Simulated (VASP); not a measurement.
# Zn (P6/mmm) in VASP: notebook

The runs below take Zn through relaxation of cell and atoms, single point, with PBE.

Program: VASP 6.6.1. These are calculated values, not measurements. Logs are shortened: lines on timing, memory, paths and dates and some standing lists are left out, and cuts for length are marked.

## Step 1: The cell of the first run

The structure is hexagonal, space group P6/mmm (No. 191). Conventional cell: a = 3.984 Å, b = 3.984 Å, c = 2.412 Å, α = 90.00°, β = 90.00°, γ = 120.00°. Within 3.2 Å of Zn (site symmetry 6/mmm) lie 14 Zn at 2.41 to 2.60 Å. Zn (site symmetry -6m2) has 11 Zn at 2.30 to 2.60 Å within 3.0 Å.

## Step 2: Relaxation of cell and atoms, PBE, target pressure 54 GPa, at which the enthalpy is minimised

The input, INCAR:

```
SYSTEM = Zn
ALGO = Normal
EDIFF = 1E-7
EDIFFG = -0.005
ENCUT = 600
GGA = PE
IBRION = 2
ISIF = 3
ISMEAR = -1
LASPH = .TRUE.
LCHARG = .FALSE.
LREAL = .FALSE.
LWAVE = .FALSE.
NELM = 60
NSW = 32
PREC = Accurate
PSTRESS = 540.0
SIGMA = 0.05
```

The input, KPOINTS:

```
k-points
0
G
  9 9 13
  0 0 0
```

The input, POSCAR:

```
Zn
1.0
    3.9840595043      0.0000000000      0.0000000000
   -1.9920297521      3.4502967409      0.0000000000
    0.0000000000      0.0000000000      2.4121586822
Zn
3
Direct
    0.0000000000      0.0000000000      0.0000000000
    0.3333333333      0.6666666667      0.5000000000
    0.6666666667      0.3333333333      0.5000000000
```

Potentials or basis: VASP PAW PBE potentials, release 64 (Zn).

On the command line:

```
cat potpaw_PBE.64/Zn/POTCAR > POTCAR
mpirun -np 1 vasp_std > vasp.out
```

OUTCAR:

```text
SYSTEM = Zn
   EDIFF = 1E-7
   EDIFFG = -0.005
   ENCUT = 600
   GGA = PE
   IBRION = 2
   ISIF = 3
   ISMEAR = -1
   LASPH = .TRUE.
   LREAL = .FALSE.
   NELM = 60
   NSW = 32
   PREC = Accurate
   PSTRESS = 540.0

 ion  position               nearest neighbor table
   1  0.000  0.000  0.000-   2 2.60   3 2.60   2 2.60   3 2.60   2 2.60   2 2.60   3 2.60   3 2.60
                             3 2.60   3 2.60   2 2.60   2 2.60
   2  0.333  0.667  0.500-   3 2.30   3 2.30   3 2.30   1 2.60   1 2.60   1 2.60   1 2.60   1 2.60
                             1 2.60
   3  0.667  0.333  0.500-   2 2.30   2 2.30   2 2.30   1 2.60   1 2.60   1 2.60   1 2.60   1 2.60
                             1 2.60

  LATTYP: Found a hexagonal cell.
 ALAT       =     3.9840595043
 C/A-ratio  =     0.6054524737

  Lattice vectors:

 A1 = (   3.9840595043,   0.0000000000,   0.0000000000)
 A2 = (  -1.9920297521,   3.4502967409,   0.0000000000)
 A3 = (   0.0000000000,   0.0000000000,   2.4121586822)

Analysis of symmetry for initial positions (statically):
=====================================================================
 Subroutine PRICEL returns:
 Original cell was already a primitive cell.

 Routine SETGRP: Setting up the symmetry group for a
 hexagonal supercell.

 Subroutine GETGRP returns: Found 24 space group operations
 (whereof 24 operations were pure point group operations)
 out of a pool of 24 trial point group operations.

The static configuration has the point symmetry D_6h.

Analysis of symmetry for dynamics (positions and initial velocities):
=====================================================================
 Subroutine PRICEL returns:
 Original cell was already a primitive cell.

 Routine SETGRP: Setting up the symmetry group for a
 hexagonal supercell.

 Subroutine GETGRP returns: Found 24 space group operations
 (whereof 24 operations were pure point group operations)
 out of a pool of 24 trial point group operations.

The dynamic configuration has the point symmetry D_6h.

 Subroutine INISYM returns: Found 24 space group operations
 (whereof 24 operations are pure point group operations),
 and found     1 'primitive' translations

----------------------------------------------------------------------------------------

                                     Primitive cell

  volume of cell :      33.1580

  direct lattice vectors                    reciprocal lattice vectors
     3.984059504  0.000000000  0.000000000     0.251000267  0.144915072  0.000000000
    -1.992029752  3.450296741  0.000000000     0.000000000  0.289830144  0.000000000
[... 97 lines left out ...]
   PSTRESS=  540.0 pullay stress
   NELECT =      36.0000    total number of electrons
   NUPDOWN=      -1.0000    fix difference up-down
   EMIN   =  10.00;   EMAX   =-10.00  energy-range for DOS
   EFERMI =   0.00;   METHOD = LEGACY
   ISMEAR =    -1;   SIGMA  =   0.05  broadening in eV -4-tet -1-fermi 0-gaus
   EFERMI_NEDOS =   21; number of points for ismear=-14 and -15
   IALGO  =     38    algorithm
   IMIX   =      4    mixing-type and parameters
     AMIX     =   0.40;   BMIX     =  1.00
     AMIX_MAG =   1.60;   BMIX_MAG =  1.00
  volume/ion in A,a.u.               =      11.05        74.59
  Fermi-wavevector in a.u.,A,eV,Ry     =   1.682595  3.179644 38.519811  2.831126
  Thomas-Fermi vector in A             =   2.765946
   LORBIT       =      0    0 simple, 1 ext, 2 COOP (PROOUT), +10 PAW based schemes
   GGA     = PE    functional components
   LHFCALC =     F    Hartree Fock is set to
   AEXX    =    0.0000 exact exchange contribution
   IVDW    =     0    specifies the selected vdW correction
   LEPSILON=     F    determine dielectric tensor
   LRPA    =     F    only Hartree local field effects (RPA)
 conjugate gradient relaxation of ions
 non-spin polarized calculation
  energy-cutoff  :      600.00
  volume of cell :       33.16
 maximum number of plane-waves:      1122
 NGX is ok and might be reduce to    32
   NGX = 15   NGY = 15   NGZ =  9

--------------------------------------- Ionic step        1  -------------------------------------------

 number of electron      35.9999982 magnetization

 Free energy of the ion-electron system (eV)
  ---------------------------------------------------
  ext. energy  EPLUGINS =         0.00000000
  ---------------------------------------------------
  free energy    TOTEN  =        -1.40328581 eV

  energy without entropy =       -1.39938706  energy(sigma->0) =       -1.40133644

------------------------ aborting loop because EDIFF is reached ----------------------------------------

  FORCE on cell =-STRESS in cart. coord.  units (eV):
  Direction    XX          YY          ZZ          XY          YZ          ZX
  --------------------------------------------------------------------------------------
  -------------------------------------------------------------------------------------
  Total       11.4053067     11.4053067     11.3658962      0.0000000      0.0000000      0.0000000
  in kB      551.0987344    551.0987344    549.1944378      0.0000000      0.0000000      0.0000000
  external PRESSURE =      10.4639689 kB  Pullay stress =     540.0000000 kB
[... 65 lines left out ...]
--------------------------------------- Ionic step        3  -------------------------------------------

 number of electron      35.9999983 magnetization

 Free energy of the ion-electron system (eV)
  ---------------------------------------------------
  ext. energy  EPLUGINS =         0.00000000
  ---------------------------------------------------
  free energy    TOTEN  =        -1.44160457 eV

  energy without entropy =       -1.43771397  energy(sigma->0) =       -1.43965927

 E-fermi :   6.3428     XC(G=0): -13.3166

 val. band max:        6.3165595842   @ k =   0.4444  -0.0000   0.2308
 cond. band min:       6.4467454228   @ k =   0.2222  -0.0000   0.1538
 fundamental gap:      0.1301858386
 Fermi energy:         6.3427509322

 k-point     1 :       0.0000    0.0000    0.0000
  band No.  band energies     occupation
      1      -7.4853      2.00000
      2      -4.1907      2.00000
      3      -3.3215      2.00000
      4      -3.2795      2.00000
      5      -3.2795      2.00000
      6      -3.1874      2.00000
[... 589 lines left out ...]
     21      11.6351      0.00000
     22      20.3618      0.00000

 [... further k-points ...]

------------------------ aborting loop because EDIFF is reached ----------------------------------------

  FORCE on cell =-STRESS in cart. coord.  units (eV):
  Direction    XX          YY          ZZ          XY          YZ          ZX
  --------------------------------------------------------------------------------------
  -------------------------------------------------------------------------------------
  Total       11.2234038     11.2234038     11.2009671      0.0000000     -0.0000000      0.0000000
  in kB      540.4733668    540.4733668    539.3929085      0.0000000     -0.0000000      0.0000000
  external PRESSURE =       0.1132140 kB  Pullay stress =     540.0000000 kB
[... 22 lines left out ...]
  energy  without entropy=       -1.4377139749  energy(sigma->0) =       -1.43965927

  enthalpy is  TOTEN    =         9.7719693196 eV   P V=       11.2135738936

 reached required accuracy - stopping structural energy minimisation
```

Run time: 51 s. Hardware: 1 thread of Intel Xeon 6975P-C (Granite Rapids), shared host; peak memory 0.19 GiB.

What came out:

- Free energy: -1.4416 eV
- Relaxed volume: 11.09 Å³/atom
- Relaxed cell: a = 3.989 Å, b = 3.989 Å, c = 2.415 Å, α = 90.00°, β = 90.00°, γ = 120.00°
- Space group after relaxing (to 0.05 Å): P6/mmm (No. 191)
- Energy change on relaxing (the enthalpy is what falls): -12.8 meV/atom
- Ionic steps: 3
- Pressure after relaxing: 54.0 GPa
- Band gap on the k mesh: zero (band 18 reaches 10.80 eV, above the bottom of band 19 at 5.50 eV)

Stress tensor (GPa, compression positive):
```
54.05  0.00  0.00
 0.00 54.05  0.00
 0.00  0.00 53.94
```

Step by step:
| step | energy change (eV) | largest force (eV/Å) | pressure (GPa) | volume (Å³) |
| --- | --- | --- | --- | --- |
| 1 | 0.0000 | 0.0000 | 55.05 | 33.16 |
| 2 | -0.1160 | 0.0000 | 51.96 | 33.51 |
| 3 | -0.0383 | 0.0000 | 54.01 | 33.27 |

Final structure:
```yaml
crystal:
  lattice:
    - [3.98884, 0.00000, 0.00000]
    - [-1.99442, 3.45444, 0.00000]
    - [0.00000, 0.00000, 2.41456]
  atoms:
    - { symbol: Zn, position: [0.00000, 0.00000, 0.00000] }
    - { symbol: Zn, position: [0.33333, 0.66667, 0.50000] }
    - { symbol: Zn, position: [0.66667, 0.33333, 0.50000] }
```

Caveat: the cell is relaxed towards a set pressure, so the enthalpy falls and the energy may rise.

(Continued in part 2 of 3.)
